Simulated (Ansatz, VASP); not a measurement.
## LiH in VASP and in Ansatz

```xyz
4
Lattice="4.3548 0.0000 0.3231 0.0000 2.9448 0.0000 0.3498 0.0000 5.7961" Properties=species:S:1:pos:R:3 pbc="T T T"
Li    0.0000    0.0000    0.0000
Li    0.1749    1.4724    2.8981
H     4.5877    0.0000    4.4563
H     0.1169    0.0000    1.6629
```

Change from the starting cell: ordered vacancies on the anion sites of cadmium iodide (P2/m, No. 10).

Alike in both runs: functional PBE; k mesh 4 × 6 × 4; occupations gaussian, width 0.1 eV; no spin polarisation.

Ansatz relaxed the structure, and its values are those at the end. VASP's run is a single point on that final structure, the one shown.

|  | VASP | Ansatz |
| --- | --- | --- |
| version | VASP 6.6.1 | Ansatz 0.2.0 |
| potentials or method | VASP PAW PBE potentials, release 64 (Li_sv, H), cutoff 520 eV | scalar-relativistic, plane waves, PAW |
| valence electrons in the cell | 8 | 8 |

```tsv
	VASP	Ansatz	Ansatz less VASP
gap on the k mesh at the Fermi level (eV)	1.20	1.20	+0.003
least direct gap on the mesh (eV)	2.71	2.71	+0.004
rms of the force components (eV/Å)	0.011	0.007	-0.0043
```

Noted on VASP's run: the cutoff is short for stress, so the pressure is rough.
